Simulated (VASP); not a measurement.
Write the native input for VASP 6.6.1 that does the following.

```
Task                   : single point
Functional             : PBEsol
Potentials or basis    : VASP PAW PBE potentials, release 64 (Cs_sv, Br)
Cutoff                 : 500 eV
k mesh                 : 6 × 6 × 6
Occupations            : gaussian, width 0.05 eV
Spin                   : no spin polarisation
Dipole correction      : no
Further INCAR settings : ALGO = Normal; EDIFF = 1e-06; NBANDS = 15
```

The structure of CsBr lies in POSCAR:

```
CsBr
1.0
    4.1693974829      0.0000000000      0.0000000000
    0.0000000000      4.1693974829      0.0000000000
    0.0000000000      0.0000000000      4.1693974829
Cs Br
1 1
Direct
    0.0000000000      0.0000000000      0.0000000000
    0.5000000000      0.5000000000      0.5000000000
```

These files were run (other wordings do the same):

INCAR

```
SYSTEM = CsBr
ALGO = Normal
EDIFF = 1E-6
ENCUT = 500
GGA = PS
GGA_COMPAT = .False.
ISIF = 2
ISMEAR = 0
LASPH = .True.
LCHARG = .True.
LELF = .True.
LREAL = .False.
LVHAR = .True.
LWAVE = .False.
NBANDS = 15
NELM = 120
PREC = Accurate
SIGMA = 0.05
```

KPOINTS

```
k-points
0
Gamma
  6 6 6
  0 0 0
```

Potentials or basis: VASP PAW PBE potentials, release 64 (Cs_sv, Br).

The run is started by

```console
$ cat potpaw_PBE.64/Cs_sv/POTCAR potpaw_PBE.64/Br/POTCAR > POTCAR
$ mpirun -np 1 vasp_std > vasp.out
```

Results of the run:

```yaml
Pressure: 1.0 GPa
Band_gap_on_the_k_mesh: 4.64 eV, direct
```

Caveat: the PAW data sets were made with another functional, which shifts forces and pressure a little; spin-orbit coupling is left out, which moves the levels of the heavy elements.

It took 25 s on 1 thread of Intel Xeon 8259CL, on a shared host, peak memory 0.17 GiB.
